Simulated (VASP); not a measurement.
Here is a VASP 6.6.1 calculation.

Contents of INCAR:

```
SYSTEM = Rh
  PREC = Accurate
  ENCUT = 520
  EDIFF = 1E-6
  ISMEAR = -1
  SIGMA = 0.1
  LREAL = .FALSE.
  LASPH = .TRUE.
  NELM = 100
  ALGO = Normal
  ISIF = 2
  LWAVE = .FALSE.
  LCHARG = .TRUE.
  GGA = PE
  LELF = .TRUE.
  LVHAR = .TRUE.
  NBANDS = 14
```

The input KPOINTS:

```
Automatic mesh
0
G
  7 7 7
  0 0 0
```

File POSCAR:

```
Rh
1.0
    0.0000000000      1.9160595465      1.9160595465
    1.9160595465      0.0000000000      1.9160595465
    1.9160595465      1.9160595465      0.0000000000
Rh
1
Direct
    0.0000000000      0.0000000000      0.0000000000
```

Potentials or basis: VASP PAW PBE potentials, release 64 (Rh_pv).

The run is started by

```bash
$ cat potpaw_PBE.64/Rh_pv/POTCAR > POTCAR
$ mpirun -np 1 vasp_std > vasp.out
```

Question: Predict the pressure.

Answer: -1.1 GPa.

Caveat: the k points lie up to 0.41 Å⁻¹ apart.
